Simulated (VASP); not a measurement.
# HfO2 (fluorite type) (Fm-3m) in VASP: a series of runs

Runs on HfO2 (fluorite type). Level: HSE06. Tasks: single point.

Program: VASP 6.6.1. These are calculated values, not measurements. Logs are shortened: lines on timing, memory, paths and dates and some standing lists are left out, and cuts for length are marked.

## Step 1: The cell of the first run

It takes space group Fm-3m (No. 225, cubic). Conventional cell: a = 5.036 Å, b = 5.036 Å, c = 5.036 Å, α = 90.00°, β = 90.00°, γ = 90.00°. Hf (site symmetry m-3m) has 8 O at 2.18 Å within 2.9 Å. O (site symmetry -43m) has 4 Hf at 2.18 Å and 6 O at 2.52 Å within 2.9 Å.

## Step 2: Single point, HSE06

POSCAR reads:

```
HfO2
1.0
    0.0000000000      2.5179860645      2.5179860645
    2.5179860645      0.0000000000      2.5179860645
    2.5179860645      2.5179860645      0.0000000000
Hf O
1 2
Direct
    0.0000000000      0.0000000000      0.0000000000
    0.2500000000      0.2500000000      0.2500000000
    0.7500000000      0.7500000000      0.7500000000
```

INCAR.step1 reads:

```
SYSTEM = HfO2
ALGO = Normal ; EDIFF = 1E-5
ENCUT = 520 ; GGA = PE
ISIF = 2 ; ISMEAR = -1
LASPH = .TRUE. ; LCHARG = .FALSE.
LREAL = .FALSE. ; LWAVE = .TRUE.
NBANDS = 18 ; NELM = 100
PREC = Accurate ; SIGMA = 0.05
```

INCAR.step2 reads:

```
SYSTEM = HfO2
ALGO = Normal ; EDIFF = 1E-6
ENCUT = 520 ; GGA = PE
HFSCREEN = 0.2079 ; ISIF = 2
ISMEAR = -1 ; ISTART = 1
LASPH = .TRUE. ; LCHARG = .FALSE.
LHFCALC = .TRUE. ; LREAL = .FALSE.
LWAVE = .FALSE. ; NBANDS = 18
NELM = 100 ; PREC = Accurate
PRECFOCK = Normal ; SIGMA = 0.05
```

KPOINTS reads:

```
k-points
0
G
  4 4 4
  0 0 0
```

Potentials or basis: VASP PAW PBE potentials, release 64 (Hf_pv, O).

Run with:

```console
$ cat potpaw_PBE.64/Hf_pv/POTCAR potpaw_PBE.64/O/POTCAR > POTCAR
$ cp INCAR.step1 INCAR
$ mpirun -np 1 vasp_std > vasp.out
$ cp INCAR.step2 INCAR
$ mpirun -np 1 vasp_std > vasp.out
```

OUTCAR:

```text
SYSTEM = HfO2
   EDIFF = 1E-6
   ENCUT = 520
   GGA = PE
   HFSCREEN = 0.2079
   ISIF = 2
   ISMEAR = -1
   ISTART = 1
   LASPH = .TRUE.
   LHFCALC = .TRUE.
   LREAL = .FALSE.
   NELM = 100
   PREC = Accurate
   PRECFOCK = Normal

 ion  position               nearest neighbor table
   1  0.000  0.000  0.000-   3 2.18   2 2.18   3 2.18   2 2.18   3 2.18   3 2.18   2 2.18   2 2.18

   2  0.250  0.250  0.250-   1 2.18   1 2.18   1 2.18   1 2.18
   3  0.750  0.750  0.750-   1 2.18   1 2.18   1 2.18   1 2.18

  LATTYP: Found a face centered cubic cell.
 ALAT       =     5.0359721290

  Lattice vectors:

 A1 = (   0.0000000000,   2.5179860645,   2.5179860645)
 A2 = (   2.5179860645,   0.0000000000,   2.5179860645)
 A3 = (   2.5179860645,   2.5179860645,   0.0000000000)

Analysis of symmetry for initial positions (statically):
=====================================================================
 Subroutine PRICEL returns:
 Original cell was already a primitive cell.

 Routine SETGRP: Setting up the symmetry group for a
 face centered cubic supercell.

 Subroutine GETGRP returns: Found 48 space group operations
 (whereof 48 operations were pure point group operations)
 out of a pool of 48 trial point group operations.

The static configuration has the point symmetry O_h .

Analysis of symmetry for dynamics (positions and initial velocities):
=====================================================================
 Subroutine PRICEL returns:
 Original cell was already a primitive cell.

 Routine SETGRP: Setting up the symmetry group for a
 face centered cubic supercell.

 Subroutine GETGRP returns: Found 48 space group operations
 (whereof 48 operations were pure point group operations)
 out of a pool of 48 trial point group operations.

The dynamic configuration has the point symmetry O_h .

 Subroutine INISYM returns: Found 48 space group operations
 (whereof 48 operations are pure point group operations),
 and found     1 'primitive' translations

----------------------------------------------------------------------------------------

                                     Primitive cell

  volume of cell :      31.9293

[... 76 lines left out ...]
   NSW    =      0    number of steps for IOM
   IBRION =     -1    ionic relax: 0-MD 1-quasi-New 2-CG
   NFREE  =      0    steps in history (QN), initial steepest desc. (CG)
   ISIF   =      2    stress and relaxation
   ISYM   =      3    0-nonsym 1-usesym 2-fastsym
   POTIM  = 0.5000    time-step for ionic-motion
   TEBEG  =    0.0;   TEEND  =   0.0 temperature during run
   PSTRESS=    0.0 pullay stress
   NELECT =      22.0000    total number of electrons
   NUPDOWN=      -1.0000    fix difference up-down
   EMIN   =  10.00;   EMAX   =-10.00  energy-range for DOS
   EFERMI =   0.00;   METHOD = LEGACY
   ISMEAR =    -1;   SIGMA  =   0.05  broadening in eV -4-tet -1-fermi 0-gaus
   EFERMI_NEDOS =   21; number of points for ismear=-14 and -15
   IALGO  =     38    algorithm
   IMIX   =      1    mixing-type and parameters
     AMIX     =   0.40;   BMIX     =  1.00
     AMIX_MAG =   1.60;   BMIX_MAG =  1.00
  volume/ion in A,a.u.               =      10.64        71.82
  Fermi-wavevector in a.u.,A,eV,Ry     =   1.445947  2.732444 28.446558  2.090763
  Thomas-Fermi vector in A             =   2.564071
   LORBIT       =      0    0 simple, 1 ext, 2 COOP (PROOUT), +10 PAW based schemes
   GGA     = PE    functional components
   LHFCALC =     T    Hartree Fock is set to
   PRECFOCK=normal    Normal, Fast or Accurate (Low or Medium for compatibility)
   ENCUT4O =  -1.0   cutoff for four orbital integrals eV
   NKREDX  =     1    reduce k-point grid by
   NKREDY  =     1    reduce k-point grid by
   NKREDZ  =     1    reduce k-point grid by
   AEXX    =    0.2500 exact exchange contribution
   HFSCREEN=    0.2079 screening length (either q_TF or 0.3 A-1)
   HFSCREENC=   0.2079 screening length for correlation (either q_TF or 0.3 A-1)
   ENCUTFOCK=  -1.0 apply spherical cutoff to Coloumb kernel
   IVDW    =     0    specifies the selected vdW correction
   LEPSILON=     F    determine dielectric tensor
   LRPA    =     F    only Hartree local field effects (RPA)
 non-spin polarized calculation
  energy-cutoff  :      520.00
  volume of cell :       31.93
 maximum number of plane-waves:       876
 NGX is ok and might be reduce to    28
  NGX = 20; NGY = 20; NGZ = 20

 number of electron      21.9999994 magnetization

 Free energy of the ion-electron system (eV)
  ---------------------------------------------------
  ext. energy  EPLUGINS =         0.00000000
  ---------------------------------------------------
  free energy    TOTEN  =       -36.26965104 eV

  energy without entropy =      -36.26965104  energy(sigma->0) =      -36.26965104

 E-fermi :   4.5377     XC(G=0):  -9.7819

 val. band max:        3.4032795721   @ k =   0.5000   0.5000   0.0000
 cond. band min:       8.8096142314   @ k =   0.5000   0.5000   0.0000
 fundamental gap:      5.4063346593
 Fermi energy:         4.5376834001

 k-point     1 :       0.0000    0.0000    0.0000
  band No.  band energies     occupation
      1     -27.6982      2.00000
      2     -27.6982      2.00000
      3     -27.6982      2.00000
      4     -17.1788      2.00000
      5     -13.8715      2.00000
      6      -2.5126      2.00000
[... 145 lines left out ...]
      5     -14.9972      2.00000
      6      -2.4230      2.00000
[... 10 lines left out ...]
     17      18.2327      0.00000
     18      19.1241      0.00000

------------------------ aborting loop because EDIFF is reached ----------------------------------------

  FORCE on cell =-STRESS in cart. coord.  units (eV):
  Direction    XX          YY          ZZ          XY          YZ          ZX
  --------------------------------------------------------------------------------------
  -------------------------------------------------------------------------------------
  Total       -0.3552546     -0.3552546     -0.3552546      0.0000000      0.0000000     -0.0000000
  in kB      -17.8262657    -17.8262657    -17.8262657      0.0000000      0.0000000     -0.0000000
  external PRESSURE =     -17.8262657 kB  Pullay stress =       0.0000000 kB

 VOLUME and BASIS-vectors are now :
 -----------------------------------------------------------------------------
  energy-cutoff  :      520.00
  volume of cell :       31.93
      direct lattice vectors                 reciprocal lattice vectors
     0.000000000  2.517986065  2.517986065    -0.198571393  0.198571393  0.198571393
     2.517986065  0.000000000  2.517986065     0.198571393 -0.198571393  0.198571393
     2.517986065  2.517986065  0.000000000     0.198571393  0.198571393 -0.198571393

 POSITION                                       TOTAL-FORCE (eV/Angst)
 -----------------------------------------------------------------------------------
      0.00000      0.00000      0.00000        -0.000000     -0.000000     -0.000000
      1.25899      1.25899      1.25899         0.000000      0.000000      0.000000
      3.77698      3.77698      3.77698        -0.000000     -0.000000     -0.000000
 -----------------------------------------------------------------------------------
    total drift:                               -0.000000      0.000000     -0.000000

  FREE ENERGIE OF THE ION-ELECTRON SYSTEM (eV)
  ---------------------------------------------------
  free  energy   TOTEN  =       -36.2696510396 eV

  energy  without entropy=      -36.2696510395  energy(sigma->0) =      -36.26965104
```

OSZICAR.step1:

```text
N       E                     dE             d eps       ncg     rms          rms(c)
DAV:   1     0.876627052142E+02    0.87663E+02   -0.12303E+04   288   0.120E+03
DAV:   2    -0.322162078911E+02   -0.11988E+03   -0.11730E+03   356   0.293E+02
DAV:   3    -0.359601300826E+02   -0.37439E+01   -0.37302E+01   354   0.453E+01
DAV:   4    -0.359762228989E+02   -0.16093E-01   -0.16091E-01   330   0.331E+00
DAV:   5    -0.359763280057E+02   -0.10511E-03   -0.10508E-03   350   0.256E-01    0.500E+01
DAV:   6    -0.303542466291E+02    0.56221E+01   -0.19979E+01   292   0.325E+01    0.431E+01
DAV:   7    -0.302676297623E+02    0.86617E-01   -0.63447E-01   332   0.665E+00    0.295E+01
DAV:   8    -0.302516008678E+02    0.16029E-01   -0.24183E-01   310   0.459E+00    0.881E+00
DAV:   9    -0.302339191083E+02    0.17682E-01   -0.54331E-02   318   0.196E+00    0.255E+00
DAV:  10    -0.302340893252E+02   -0.17022E-03   -0.29309E-03   306   0.417E-01    0.176E-01
DAV:  11    -0.302341350006E+02   -0.45675E-04   -0.15924E-04   354   0.110E-01    0.207E-01
DAV:  12    -0.302341472006E+02   -0.12200E-04   -0.35191E-05   314   0.399E-02    0.208E-02
DAV:  13    -0.302341479901E+02   -0.78950E-06   -0.13742E-06   220   0.915E-03
   1 F= -.30234148E+02 E0= -.30234148E+02  d E =-.280926E-10
```

It took 10 min on 1 thread of AMD EPYC 7R43 (Zen 3), shared host; peak memory 0.23 GiB.

Results:

- Free energy: -36.2697 eV
- Pressure: -1.8 GPa
- Band gap on the k mesh: 5.41 eV

Levels at points of the mesh, in eV from the valence-band top:
```
           k point  band 8  band 9  band 10  band 11  band 12  band 13  band 14  band 15
(0.00, 0.00, 0.00)   -5.92   -0.68    -0.68    -0.68     5.52     5.52     7.59    12.65
(0.50, 0.00, 0.00)   -3.33   -3.00    -2.04    -2.04     6.33     6.33     8.87    10.77
(0.50, 0.50, 0.00)   -3.84   -1.68    -1.68     0.00     5.41     7.38     8.49    10.08
```

Caveat: the k points lie up to 0.54 Å⁻¹ apart; the PAW data sets were made with another functional, which shifts forces and pressure a little; spin-orbit coupling is left out, which moves the levels of the heavy elements. A k mesh can miss the band edges.

(Part 1 of 2 ends here.)
